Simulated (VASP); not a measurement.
The system is Co.

```
Co
1.0
     2.45541    0.00000    0.00000
    -1.22770    2.12645    0.00000
     0.00000    0.00000    3.99416
Co
2
Direct
  0.66667 0.33333 0.75000
  0.33333 0.66667 0.25000
```

Base run:

- Program: VASP 6.6.1
- Functional: RPBE
- Dispersion: D4
- Potentials or basis: VASP PAW PBE potentials, release 64 (Co)
- Cutoff: 520 eV
- k mesh: 12 × 12 × 7
- Occupations: fermi-dirac, width 0.05 eV
- Spin: collinear spin, ferromagnetic start
- Starting moments: [2.0, 2.0] μB

Its results: pressure 2.0 GPa; net moment 3.18 μB per cell; site moments Co +1.60 μB.

Question: The run is repeated on the same cell with these changes: functional from RPBE to BLYP; further incar settings from ALGO = Normal; EDIFF = 1e-06; NBANDS = 20 to ALGO = Fast; EDIFF = 1e-06; NBANDS = 20. What comes out?

Answer: Pressure 5.4 GPa; net moment 3.05 μB per cell; site moments Co +1.53 μB.

Caveats: the PAW data sets were made with another functional, which shifts forces and pressure a little; the cell stands under pressure (at least some runs).
